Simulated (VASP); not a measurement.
# GaAs (F-43m) in VASP: a series of runs, part 3 of 3

VASP 6.6.1. Earlier steps stand in the parts before.

## 5. Electric field gradients, PBEsol

This run uses another cell than the first one: it holds 16 atoms, not 8.

INCAR reads:

```
PREC = Accurate ; ENCUT = 520
EDIFF = 1E-8 ; ISMEAR = 0
SIGMA = 0.01 ; LREAL = Auto
LASPH = T ; NELM = 100
ALGO = Normal ; ISIF = 2
LWAVE = F ; LCHARG = F
GGA = PS ; LEFG = T
NBANDS = 86
```

KPOINTS reads:

```
Automatic mesh
0
Gamma
  4 4 4
```

POSCAR reads:

```
GaAs
1.0
    0.0000000000      5.6537000000      5.6537000000
    5.6537000000      0.0000000000      5.6537000000
    5.6537000000      5.6537000000      0.0000000000
Ga As
8 8
Direct
    0.0000000000      0.0000000000      0.0000000000
    0.0000000000      0.0000000000      0.5000000000
    0.0000000000      0.5000000000      0.0000000000
    0.0000000000      0.5000000000      0.5000000000
    0.5000000000      0.0000000000      0.0000000000
    0.5000000000      0.0000000000      0.5000000000
    0.5000000000      0.5000000000      0.0000000000
    0.5000000000      0.5000000000      0.5000000000
    0.1250000000      0.1250000000      0.1250000000
    0.1250000000      0.1250000000      0.6250000000
    0.1250000000      0.6250000000      0.1250000000
    0.1250000000      0.6250000000      0.6250000000
    0.6250000000      0.1250000000      0.1250000000
    0.6250000000      0.1250000000      0.6250000000
    0.6250000000      0.6250000000      0.1250000000
    0.6250000000      0.6250000000      0.6250000000
```

Potentials or basis: VASP PAW PBE potentials, release 64 (Ga_d, As).

On the command line:

```bash
$ cat potpaw_PBE.64/Ga_d/POTCAR potpaw_PBE.64/As/POTCAR > POTCAR
$ mpirun -np 1 vasp_std > vasp.out
```

OUTCAR:

```text
PREC = Accurate
   ENCUT = 520
   EDIFF = 1E-8
   ISMEAR = 0
   LREAL = Auto
   LASPH = T
   NELM = 100
   ISIF = 2
   GGA = PS

 ion  position               nearest neighbor table
   1  0.000  0.000  0.000-   9 2.45  10 2.45  11 2.45  13 2.45
   2  0.000  0.000  0.500-   9 2.45  10 2.45  12 2.45  14 2.45
   3  0.000  0.500  0.000-   9 2.45  11 2.45  12 2.45  15 2.45
   4  0.000  0.500  0.500-  10 2.45  11 2.45  12 2.45  16 2.45
   5  0.500  0.000  0.000-   9 2.45  13 2.45  14 2.45  15 2.45
   6  0.500  0.000  0.500-  10 2.45  13 2.45  14 2.45  16 2.45
[... 8 lines left out ...]
  15  0.625  0.625  0.125-   3 2.45   5 2.45   7 2.45   8 2.45
  16  0.625  0.625  0.625-   4 2.45   6 2.45   7 2.45   8 2.45
[... 6 lines left out ...]
 A1 = (   0.0000000000,   5.6537000000,   5.6537000000)
 A2 = (   5.6537000000,   0.0000000000,   5.6537000000)
 A3 = (   5.6537000000,   5.6537000000,   0.0000000000)

Analysis of symmetry for initial positions (statically):
=====================================================================
[... 949 lines left out ...]
----------------------------------------------------------------------
 ion       V_xx      V_yy      V_zz     asymmetry (V_yy - V_xx)/ V_zz
----------------------------------------------------------------------
   1       0.003     0.003    -0.006       0.000
   2       0.003     0.003    -0.006       0.000
   3       0.003     0.003    -0.006       0.000
   4       0.003     0.003    -0.006       0.000
   5       0.003     0.003    -0.006       0.000
   6       0.003     0.003    -0.006       0.000
[... 8 lines left out ...]
  15      -0.000    -0.000     0.000       0.000
  16      -0.000    -0.000     0.000       0.000
----------------------------------------------------------------------

           NMR quadrupolar parameters

 Cq : quadrupolar parameter    Cq=e*Q*V_zz/h
 eta: asymmetry parameters     (V_yy - V_xx)/ V_zz
 Q  : nuclear electric quadrupole moment in mb (millibarn)
----------------------------------------------------------------------
 ion       Cq(MHz)       eta       Q (mb)
----------------------------------------------------------------------
   1      -0.000       0.000       1.000
   2      -0.000       0.000       1.000
   3      -0.000       0.000       1.000
   4      -0.000       0.000       1.000
   5      -0.000       0.000       1.000
   6      -0.000       0.000       1.000
[... 8 lines left out ...]
  15       0.000       0.000       1.000
  16       0.000       0.000       1.000
----------------------------------------------------------------------
```

OSZICAR:

```text
N       E                     dE             d eps       ncg     rms          rms(c)
DAV:   1     0.153168193153E+04    0.15317E+04   -0.61779E+04  1536   0.237E+03
DAV:   2     0.282344086312E+03   -0.12493E+04   -0.12009E+04  1384   0.703E+02
DAV:   3    -0.437436800177E+02   -0.32609E+03   -0.30846E+03  1712   0.222E+02
DAV:   4    -0.726949121763E+02   -0.28951E+02   -0.28476E+02  1588   0.630E+01
DAV:   5    -0.742738081324E+02   -0.15789E+01   -0.15678E+01  1872   0.160E+01    0.854E+00
DAV:   6    -0.729507684137E+02    0.13230E+01   -0.25673E+00  1930   0.139E+01    0.474E+00
DAV:   7    -0.727065648245E+02    0.24420E+00   -0.11967E+00  1688   0.364E+00    0.132E+00
DAV:   8    -0.727029619017E+02    0.36029E-02   -0.24233E-01  1590   0.384E+00    0.368E-01
DAV:   9    -0.727035294927E+02   -0.56759E-03   -0.36044E-02  1672   0.170E+00    0.134E-01
DAV:  10    -0.727039295733E+02   -0.40008E-03   -0.73664E-03  1558   0.492E-01    0.711E-02
DAV:  11    -0.727043410016E+02   -0.41143E-03   -0.15554E-03  1776   0.186E-01    0.684E-02
DAV:  12    -0.727042205841E+02    0.12042E-03   -0.42040E-04  1770   0.125E-01    0.100E-02
DAV:  13    -0.727042279856E+02   -0.74016E-05   -0.87363E-05  1768   0.283E-02    0.953E-03
DAV:  14    -0.727042289178E+02   -0.93216E-06   -0.45964E-06  1988   0.111E-02    0.163E-02
DAV:  15    -0.727042286036E+02    0.31417E-06   -0.41138E-06  1776   0.149E-02    0.170E-03
DAV:  16    -0.727042286180E+02   -0.14337E-07   -0.50865E-07  1602   0.275E-03    0.510E-04
DAV:  17    -0.727042286107E+02    0.72578E-08   -0.22076E-08  1080   0.690E-04
   1 F= -.72704229E+02 E0= -.72704229E+02  d E =-.172799E-28
```

stdout:

```text
POSCAR found type information on POSCAR GaAs
 POSCAR found :  2 types and      16 ions
 scaLAPACK will be used
 -----------------------------------------------------------------------------
|                                                                             |
|                                                                             |
|     You enforced a specific xc type in the INCAR file but a different       |
|     I HOPE YOU KNOW WHAT YOU ARE DOING!                                     |
|                                                                             |
 -----------------------------------------------------------------------------

 LDA part: xc-table for (Slater+PW92), standard interpolation
 POSCAR, INCAR and KPOINTS ok, starting setup
 FFT: planning ... GRIDC
 FFT: planning ... GRID_SOFT
 FFT: planning ... GRID
 WAVECAR not read
 entering main loop
ion   1

ion   2

ion   3

ion   4

ion   5

ion   6

ion   7

ion   8

ion   9

ion  10

ion  11

ion  12

ion  13

ion  14

ion  15

ion  16
```

Wall time 4.7 min (1 thread of Intel Xeon 6975P-C (Granite Rapids), shared host); peak memory 0.54 GiB.

Results:

* Free energy: -72.7042 eV
* Pressure: 0.4 GPa
* Band gap on the k mesh: 0.46 eV
* Largest electric field gradient by atom: zero within the noise of the run

Caveat: the PAW data sets were made with another functional, which shifts forces and pressure a little.

## 6. Overview

```tsv
task	cell	k mesh	gap on the mesh (eV)	pressure (GPa)
electric field gradients	a = 5.654 Å, 8 atoms, atomic positions A	3 × 3 × 3	0.45	0.3
dielectric tensor	a = 3.998 Å, angles 60.0°, 2 atoms, atomic positions B	9 × 9 × 9	0.46	-
electric field gradients	a = 7.996 Å, angles 60.0°, 16 atoms, atomic positions C	4 × 4 × 4	0.46	0.4
```

Alike in all rows: level PBEsol; potentials or basis VASP PAW PBE potentials, release 64 (Ga_d, As); no spin polarisation; cutoff (eV) 520; smearing gaussian 0.01 eV.

Caveats: the PAW data sets were made with another functional, which shifts forces and pressure a little; the gap is small at this level, which inflates the dielectric constant (at least some runs); an odd mesh through Γ misses points on the zone boundary, where band edges can lie (at least some runs).

Total energies depend on the potentials used, so only differences within one code and one set of settings carry meaning.

## 7. Comparison with measurements

Step 2. Measured gap of GaAs: 1.412 eV (direct; 300 K; “Evidence of valence band perturbations in GaAsN/GaAs(001): A combined variable-angle spectroscopic ellipsometry and modulated photoreflectance investigation”, 2008, arxiv:0805.2212). This calculation gives 0.45 eV (-0.96 eV). 3 values of this kind are on record (1.412 to 1.51 eV); this one was drawn at random among those near their median, those with a stated uncertainty first. Spin-orbit coupling on As, Ga is left out. The value is that of PBEsol, without temperature or zero-point motion. Semilocal functionals fall short of measured gaps as a rule.

Step 4. A measured gap of GaAs is 1.412 eV (direct; 300 K; “Evidence of valence band perturbations in GaAsN/GaAs(001): A combined variable-angle spectroscopic ellipsometry and modulated photoreflectance investigation”, 2008, arxiv:0805.2212); the calculated 0.46 eV misses it by -0.96 eV. 3 values of this kind are on record (1.412 to 1.51 eV); this one was drawn at random among those near their median, those with a stated uncertainty first. Spin-orbit coupling on As, Ga is left out. The value is that of PBEsol, without temperature or zero-point motion. Semilocal functionals fall short of measured gaps as a rule.

Step 5. Against the measured gap of GaAs, 1.412 eV (direct; 300 K; “Evidence of valence band perturbations in GaAsN/GaAs(001): A combined variable-angle spectroscopic ellipsometry and modulated photoreflectance investigation”, 2008, arxiv:0805.2212), the calculated 0.46 eV is off by -0.96 eV. 3 values of this kind are on record (1.412 to 1.51 eV); this one was drawn at random among those near their median, those with a stated uncertainty first. Spin-orbit coupling on As, Ga is left out. The value is that of PBEsol, without temperature or zero-point motion. Semilocal functionals fall short of measured gaps as a rule.
